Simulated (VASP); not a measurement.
A run of VASP 6.6.1 is set up as follows.

POSCAR

```
K2S
1.0
    0.0000000000      3.7306299260      3.7306299260
    3.7306299260      0.0000000000      3.7306299260
    3.7306299260      3.7306299260      0.0000000000
K S
2 1
Direct
    0.2500000000      0.2500000000      0.2500000000
    0.7500000000      0.7500000000      0.7500000000
    0.0000000000      0.0000000000      0.0000000000
```

Contents of INCAR.step1:

```
SYSTEM = K2S
PREC = Accurate ; ENCUT = 550
ISMEAR = -1 ; SIGMA = 0.02
LREAL = .False. ; LASPH = .True.
NELM = 120 ; GGA = PE
ALGO = Normal ; EDIFF = 1E-5
LWAVE = .True. ; LCHARG = .False.
GGA_COMPAT = .False. ; IBRION = 2
ISIF = 3 ; EDIFFG = -0.005
NELMIN = 4 ; NSW = 100
```

Contents of INCAR.step2:

```
SYSTEM = K2S
PREC = Accurate ; ENCUT = 550
EDIFF = 1E-7 ; ISMEAR = -1
SIGMA = 0.02 ; LREAL = .False.
LASPH = .True. ; NELM = 120
ALGO = Normal ; ISIF = 3
LWAVE = .False. ; LCHARG = .False.
METAGGA = R2SCAN ; LMIXTAU = .True.
IBRION = 2 ; NSW = 80
EDIFFG = -0.005 ; ISTART = 1
GGA_COMPAT = .False. ; NELMIN = 4
```

KPOINTS

```
regular mesh
0
Gamma
  6 6 6
  0 0 0
```

Potentials or basis: VASP PAW PBE potentials, release 64 (K_sv, S).

Launch:

```bash
$ cat potpaw_PBE.64/K_sv/POTCAR potpaw_PBE.64/S/POTCAR > POTCAR
$ cp INCAR.step1 INCAR
$ mpirun -np 1 vasp_std > vasp.out
$ cp INCAR.step2 INCAR
$ mpirun -np 1 vasp_std > vasp.out
```

Q: Estimate the band gap on the k mesh.

A: 2.75 eV (least direct gap 2.94 eV).

Q: What does it give for the relaxed volume?

A: 33.93 Å³/atom.

Step by step:
| step | energy change (eV) | largest force (eV/Å) | pressure (GPa) | volume (Å³) |
| --- | --- | --- | --- | --- |
| 1 | 0.0000 | 0.0000 | -0.41 | 103.84 |
| 2 | -0.0024 | 0.0000 | -0.16 | 102.53 |
| 3 | -0.0028 | 0.0000 | -0.01 | 101.78 |

Caveat: the PAW data sets were made with another functional, which shifts forces and pressure a little. A k mesh can miss the band edges.
